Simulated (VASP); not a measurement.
# Mg (Im-3m) in VASP: a series of runs

Mg is run at these levels: BLYP; tasks: single point.

Program: VASP 6.6.1. These are calculated values, not measurements. Logs are shortened: lines on timing, memory, paths and dates and some standing lists are left out, and cuts for length are marked.

## (1) The cell of the first run

Symmetry: Im-3m, No. 229, cubic system. Conventional cell: a = 3.609 Å, b = 3.609 Å, c = 3.609 Å, α = 90.00°, β = 90.00°, γ = 90.00°. Mg (site symmetry m-3m) has 14 Mg at 3.13 to 3.61 Å within 4.1 Å.

## (2) Single point, BLYP

INCAR

```
PREC     = Accurate       # precision mode
ENCUT    = 520            # plane-wave cutoff, eV
EDIFF    = 1E-6           # SCF threshold, eV
ISMEAR   = -1             # smearing method
SIGMA    = 0.1            # smearing width, eV
LREAL    = F              # projectors in reciprocal space
LASPH    = T              # aspherical terms in the spheres
NELM     = 100            # most SCF steps
ALGO     = Normal         # electronic algorithm
ISIF     = 2              # what is computed and relaxed
LWAVE    = F              # write WAVECAR
LCHARG   = T              # write CHGCAR
GGA      = B5             # functional
ALDAX    = 1.0          
AGGAX    = 1.0          
AGGAC    = 1.0          
ALDAC    = 0.0          
LELF     = T              # ELF
LVHAR    = T            
NBANDS   = 7              # bands
```

KPOINTS

```
Automatic mesh
0
Gamma
  12 12 12
```

POSCAR

```
Mg
1.0
   -1.8044316261      1.8044316261      1.8044316261
    1.8044316261     -1.8044316261      1.8044316261
    1.8044316261      1.8044316261     -1.8044316261
Mg
1
Direct
    0.0000000000      0.0000000000      0.0000000000
```

Potentials or basis: VASP PAW PBE potentials, release 64 (Mg).

On the command line:

```
cat potpaw_PBE.64/Mg/POTCAR > POTCAR
mpirun -np 1 vasp_std > vasp.out
```

OUTCAR:

```text
PREC = Accurate
   ENCUT = 520
   EDIFF = 1E-6
   ISMEAR = -1
   LREAL = F
   LASPH = T
   NELM = 100
   ISIF = 2
   GGA = B5

 ion  position               nearest neighbor table
   1  0.000  0.000  0.000-

  LATTYP: Found a body centered cubic cell.
 ALAT       =     3.6088632522

  Lattice vectors:

 A1 = (  -1.8044316261,   1.8044316261,   1.8044316261)
 A2 = (   1.8044316261,  -1.8044316261,   1.8044316261)
 A3 = (   1.8044316261,   1.8044316261,  -1.8044316261)

Analysis of symmetry for initial positions (statically):
=====================================================================
 Subroutine PRICEL returns:
 Original cell was already a primitive cell.

 Routine SETGRP: Setting up the symmetry group for a
 body centered cubic supercell.

 Subroutine GETGRP returns: Found 48 space group operations
 (whereof 48 operations were pure point group operations)
 out of a pool of 48 trial point group operations.

The static configuration has the point symmetry O_h .

Analysis of symmetry for dynamics (positions and initial velocities):
=====================================================================
 Subroutine PRICEL returns:
 Original cell was already a primitive cell.

 Routine SETGRP: Setting up the symmetry group for a
 body centered cubic supercell.

 Subroutine GETGRP returns: Found 48 space group operations
 (whereof 48 operations were pure point group operations)
 out of a pool of 48 trial point group operations.

The dynamic configuration has the point symmetry O_h .

 Subroutine INISYM returns: Found 48 space group operations
 (whereof 48 operations are pure point group operations),
 and found     1 'primitive' translations

----------------------------------------------------------------------------------------

                                     Primitive cell

  volume of cell :      23.5007

  direct lattice vectors                    reciprocal lattice vectors
    -1.804431626  1.804431626  1.804431626     0.000000000  0.277095564  0.277095564
     1.804431626 -1.804431626  1.804431626     0.277095564  0.000000000  0.277095564
     1.804431626  1.804431626 -1.804431626     0.277095564  0.277095564  0.000000000

  length of vectors
     3.125367255  3.125367255  3.125367255     0.391872305  0.391872305  0.391872305

  position of ions in fractional coordinates (direct lattice)
     0.000000000  0.000000000  0.000000000

  ion indices of the primitive-cell ions
   primitive index   ion index
                 1           1

----------------------------------------------------------------------------------------

 KPOINTS: Automatic mesh

Automatic generation of k-mesh.
 Grid dimensions read from file:
 generate k-points for:   12   12   12

 Generating k-lattice:

  Cartesian coordinates                     Fractional coordinates (reciprocal lattice)
     0.000000000  0.023091297  0.023091297     0.083333333  0.000000000  0.000000000
     0.023091297  0.000000000  0.023091297     0.000000000  0.083333333  0.000000000
     0.023091297  0.023091297  0.000000000     0.000000000  0.000000000  0.083333333

  Length of vectors
     0.032656025  0.032656025  0.032656025

  Shift w.r.t. Gamma in fractional coordinates (k-lattice)
     0.000000000  0.000000000  0.000000000

 Subroutine IBZKPT returns following result:
 ===========================================

 Found     72 irreducible k-points:

 Following reciprocal coordinates:
            Coordinates               Weight
  0.000000  0.000000  0.000000      1.000000
  0.083333  0.000000  0.000000     12.000000
  0.166667  0.000000  0.000000     12.000000
  0.250000  0.000000  0.000000     12.000000
  0.333333  0.000000  0.000000     12.000000
  0.416667  0.000000  0.000000     12.000000
[... 16 lines left out ...]
  0.333333  0.083333  0.083333     24.000000
  0.416667  0.083333  0.083333     12.000000
 [... further k-points ...]
   k-points           NKPTS =     72   k-points in BZ     NKDIM =     72   number of bands    NBANDS=      7
   number of dos      NEDOS =    301   number of ions     NIONS =      1
   total plane-waves  NPLWV =  13824
   dimension x,y,z NGX =    24 NGY =   24 NGZ =   24
   dimension x,y,z NGXF=    48 NGYF=   48 NGZF=   48
   ions per type =               1
   NGX,Y,Z   is equivalent  to a cutoff of  12.77, 12.77, 12.77 a.u.
   NGXF,Y,Z  is equivalent  to a cutoff of  25.53, 25.53, 25.53 a.u.
 SYSTEM =  unknown system
   PREC   = accura    normal or accurate (medium, high low for compatibility)
   ISTART =      0    job   : 0-new  1-cont  2-samecut
   ICHARG =      2    charge: 1-file 2-atom 10-const
   ISPIN  =      1    spin polarized calculation?
   LNONCOLLINEAR =      F non collinear calculations
   LSORBIT =      F    spin-orbit coupling
   LASPH  =      T    aspherical Exc in radial PAW
   ENCUT  =  520.0 eV  38.22 Ry    6.18 a.u.   5.81  5.81  5.81*2*pi/ulx,y,z
   NELM   =    100;   NELMIN=  2; NELMDL= -5     # of ELM steps
   EDIFF  = 0.1E-05   stopping-criterion for ELM
   LREAL  =      F    real-space projection
   EDIFFG = 0.1E-04   stopping-criterion for IOM
   NSW    =      0    number of steps for IOM
   IBRION =     -1    ionic relax: 0-MD 1-quasi-New 2-CG
   NFREE  =      0    steps in history (QN), initial steepest desc. (CG)
   ISIF   =      2    stress and relaxation
   ISYM   =      2    0-nonsym 1-usesym 2-fastsym
   POTIM  = 0.5000    time-step for ionic-motion
   TEBEG  =    0.0;   TEEND  =   0.0 temperature during run
   PSTRESS=    0.0 pullay stress
   NELECT =       2.0000    total number of electrons
   NUPDOWN=      -1.0000    fix difference up-down
   EMIN   =  10.00;   EMAX   =-10.00  energy-range for DOS
   EFERMI =   0.00;   METHOD = LEGACY
   ISMEAR =    -1;   SIGMA  =   0.10  broadening in eV -4-tet -1-fermi 0-gaus
   EFERMI_NEDOS =   21; number of points for ismear=-14 and -15
   IALGO  =     38    algorithm
   IMIX   =      4    mixing-type and parameters
     AMIX     =   0.40;   BMIX     =  1.00
     AMIX_MAG =   1.60;   BMIX_MAG =  1.00
  volume/ion in A,a.u.               =      23.50       158.59
  Fermi-wavevector in a.u.,A,eV,Ry     =   0.720097  1.360786  7.055163  0.518540
  Thomas-Fermi vector in A             =   1.809462
   LORBIT       =      0    0 simple, 1 ext, 2 COOP (PROOUT), +10 PAW based schemes
   GGA     = B5    functional components
   LHFCALC =     F    Hartree Fock is set to
   AEXX    =    0.0000 exact exchange contribution
   IVDW    =     0    specifies the selected vdW correction
   LEPSILON=     F    determine dielectric tensor
   LRPA    =     F    only Hartree local field effects (RPA)
 non-spin polarized calculation
  energy-cutoff  :      520.00
  volume of cell :       23.50
 maximum number of plane-waves:       682
   NGX = 11   NGY = 11   NGZ = 11

 number of electron       2.0000000 magnetization

 Free energy of the ion-electron system (eV)
  ---------------------------------------------------
  ext. energy  EPLUGINS =         0.00000000
  ---------------------------------------------------
  free energy    TOTEN  =        -0.71497770 eV

  energy without entropy =       -0.69821785  energy(sigma->0) =       -0.70659777

 E-fermi :   2.9644     XC(G=0):  -7.9855

 val. band max:        2.9273645483   @ k =  -0.4167  -0.4167   0.0833
 cond. band min:       3.1819870420   @ k =  -0.4167   0.5000   0.0833
 fundamental gap:      0.2546224937
 Fermi energy:         2.9644114225

 k-point     1 :       0.0000    0.0000    0.0000
  band No.  band energies     occupation
      1      -3.8669      2.00000
      2      15.7383      0.00000
      3      15.7383      0.00000
      4      15.7383      0.00000
      5      17.4717      0.00000
      6      17.4717      0.00000
      7      17.4717      0.00000

 k-point     2 :       0.0833    0.0000    0.0000
  band No.  band energies     occupation
      1      -3.7060      2.00000
      2      14.0099      0.00000
      3      14.9605      0.00000
      4      15.0433      0.00000
      5      16.4337      0.00000
      6      16.9129      0.00000
      7      17.8296      0.00000

 k-point     3 :       0.1667    0.0000    0.0000
  band No.  band energies     occupation
      1      -3.2249      2.00000
      2      11.2147      0.00000
      3      13.8920      0.00000
      4      13.9160      0.00000
      5      15.2354      0.00000
      6      16.1082      0.00000
      7      18.4269      0.00000

 k-point     4 :       0.2500    0.0000    0.0000
  band No.  band energies     occupation
      1      -2.4281      2.00000
      2       8.5037      0.00000
      3      12.8824      0.00000
      4      13.0664      0.00000
      5      14.2718      0.00000
      6      15.3412      0.00000
      7      19.2324      0.00000

 k-point     5 :       0.3333    0.0000    0.0000
  band No.  band energies     occupation
      1      -1.3231      2.00000
      2       6.0122      0.00000
      3      12.1343      0.00000
      4      12.4552      0.00000
      5      13.5784      0.00000
      6      14.7102      0.00000
      7      20.0705      0.00000
[... 161 lines left out ...]
 k-point    22 :       0.2500    0.0833    0.0833
  band No.  band energies     occupation
      1      -1.0098      2.00000
      2       6.2900      0.00000
      3       9.5134      0.00000
      4      10.3117      0.00000
      5      16.7357      0.00000
      6      17.2031      0.00000
      7      20.2828      0.00000

 k-point    23 :       0.3333    0.0833    0.0833
  band No.  band energies     occupation
      1       0.3862      2.00000
      2       4.0707      0.00003
      3       9.0682      0.00000
      4       9.8899      0.00000
      5      16.3325      0.00000
      6      16.8790      0.00000
      7      21.2864      0.00000

 k-point    24 :       0.4167    0.0833    0.0833
  band No.  band energies     occupation
      1       1.8685      1.99997
      2       2.3128      1.99704
      3       8.9196      0.00000
      4       9.7488      0.00000
      5      16.1952      0.00000
      6      16.7647      0.00000
      7      21.9321      0.00000

 [... further k-points ...]
[... 5 lines left out ...]
  --------------------------------------------------------------------------------------
  -------------------------------------------------------------------------------------
  Total       -0.0062494     -0.0062494     -0.0062494      0.0000000      0.0000000     -0.0000000
  in kB       -0.4260569     -0.4260569     -0.4260569      0.0000000      0.0000000     -0.0000000
  external PRESSURE =      -0.4260569 kB  Pullay stress =       0.0000000 kB

 VOLUME and BASIS-vectors are now :
 -----------------------------------------------------------------------------
  energy-cutoff  :      520.00
  volume of cell :       23.50
      direct lattice vectors                 reciprocal lattice vectors
    -1.804431626  1.804431626  1.804431626     0.000000000  0.277095564  0.277095564
     1.804431626 -1.804431626  1.804431626     0.277095564  0.000000000  0.277095564
     1.804431626  1.804431626 -1.804431626     0.277095564  0.277095564  0.000000000

 POSITION                                       TOTAL-FORCE (eV/Angst)
 -----------------------------------------------------------------------------------
      0.00000      0.00000      0.00000        -0.000000     -0.000000     -0.000000
 -----------------------------------------------------------------------------------
    total drift:                               -0.000000      0.000000     -0.000000

  FREE ENERGIE OF THE ION-ELECTRON SYSTEM (eV)
  ---------------------------------------------------
  free  energy   TOTEN  =        -0.7149777026 eV

  energy  without entropy=       -0.6982178455  energy(sigma->0) =       -0.70659777
```

Run time: 29 s. Hardware: 1 thread of AMD EPYC 7R13, shared host; peak memory 0.11 GiB.

Results:

| Property | Result |
| --- | --- |
| Free energy | -0.7150 eV |
| Pressure | 0.0 GPa |
| Band gap on the k mesh | zero (band 1 reaches 6.71 eV, above the bottom of band 2 at 2.00 eV) |

Caveat: the PAW data sets were made with another functional, which shifts forces and pressure a little.

## (3) Single point, BLYP (volume scaled by 0.92)

INCAR

```
PREC = Accurate
ENCUT = 520
EDIFF = 1E-6
ISMEAR = -1
SIGMA = 0.1
LREAL = F
LASPH = T
NELM = 100
ALGO = Normal
ISIF = 2
LWAVE = F
LCHARG = F
GGA = B5
ALDAX = 1.0
AGGAX = 1.0
AGGAC = 1.0
ALDAC = 0.0
NBANDS = 7
```

KPOINTS

```
Automatic mesh
0
Gamma
  14 14 14
```

POSCAR

```
Mg
1.0
   -1.7549700372      1.7549700372      1.7549700372
    1.7549700372     -1.7549700372      1.7549700372
    1.7549700372      1.7549700372     -1.7549700372
Mg
1
Direct
    0.0000000000      0.0000000000      0.0000000000
```

Potentials or basis: VASP PAW PBE potentials, release 64 (Mg).

On the command line:

```
cat potpaw_PBE.64/Mg/POTCAR > POTCAR
mpirun -np 1 vasp_std > vasp.out
```

Wall time 33 s (1 thread of AMD EPYC 7R13, shared host); peak memory 0.11 GiB.

Results (log left out):

| Quantity | Value |
| --- | --- |
| Free energy | -0.7033 eV |
| Pressure | 3.0 GPa |
| Band gap on the k mesh | zero (band 1 reaches 7.42 eV, above the bottom of band 2 at 2.47 eV) |

Levels at points of the mesh, in eV from the Fermi level:
```csv
k point,band 1,band 2,band 3,band 4,band 5,band 6
"(0.00, 0.00, 0.00)",-7.24,13.30,13.30,13.30,15.50,15.50
"(0.50, 0.00, 0.00)",-1.56,-0.99,8.81,9.63,10.57,11.86
"(0.50, 0.50, 0.50)",3.96,3.96,3.96,4.09,4.09,7.81
```

Caveat: the PAW data sets were made with another functional, which shifts forces and pressure a little.

## (4) Single point, BLYP (volume scaled by 0.96)

INCAR

```
PREC = Accurate ; ENCUT = 520
EDIFF = 1E-6 ; ISMEAR = -1
SIGMA = 0.1 ; LREAL = False
LASPH = True ; NELM = 100
ALGO = Normal ; ISIF = 2
LWAVE = False ; LCHARG = False
GGA = B5 ; ALDAX = 1.0
AGGAX = 1.0 ; AGGAC = 1.0
ALDAC = 0.0 ; NBANDS = 7
```

KPOINTS is that of step 3.

POSCAR

```
Mg
1.0
   -1.7800444254      1.7800444254      1.7800444254
    1.7800444254     -1.7800444254      1.7800444254
    1.7800444254      1.7800444254     -1.7800444254
Mg
1
Direct
    0.0000000000      0.0000000000      0.0000000000
```

On the command line:

```
cat potpaw_PBE.64/Mg/POTCAR > POTCAR
mpirun -np 1 vasp_std > vasp.out
```

Run time: 30 s. Hardware: 1 thread of AMD EPYC 7R13, shared host; peak memory 0.11 GiB.

It converged, with:

- Free energy: -0.7156 eV
- Pressure: 1.3 GPa
- Band gap on the k mesh: zero (band 1 reaches 7.05 eV, above the bottom of band 2 at 2.23 eV)

Levels at points of the mesh, in eV from the Fermi level:
| k point | band 1 | band 2 | band 3 | band 4 | band 5 |
| --- | --- | --- | --- | --- | --- |
| (0.00, 0.00, 0.00) | -7.04 | 13.01 | 13.01 | 13.01 | 15.02 |
| (0.50, 0.00, 0.00) | -1.49 | -0.99 | 8.67 | 9.29 | 10.29 |
| (0.50, 0.50, 0.50) | 3.84 | 3.84 | 3.84 | 4.09 | 4.09 |

Caveat: the PAW data sets were made with another functional, which shifts forces and pressure a little.

## (5) Summary

```tsv
cell	k mesh	gap on the mesh (eV)	pressure (GPa)
a = 3.125 Å, angles 109.5°, 1 atom	12 × 12 × 12	none	0.0
a = 3.040 Å, angles 109.5°, 1 atom	14 × 14 × 14	none	3.0
a = 3.083 Å, angles 109.5°, 1 atom	14 × 14 × 14	none	1.3
```

Alike in all rows: task single point; level BLYP; potentials or basis VASP PAW PBE potentials, release 64 (Mg); no spin polarisation; cutoff (eV) 520; smearing fermi-dirac 0.1 eV.

Caveats: the PAW data sets were made with another functional, which shifts forces and pressure a little.

Total energies depend on the potentials used, so only differences within one code and one set of settings carry meaning.
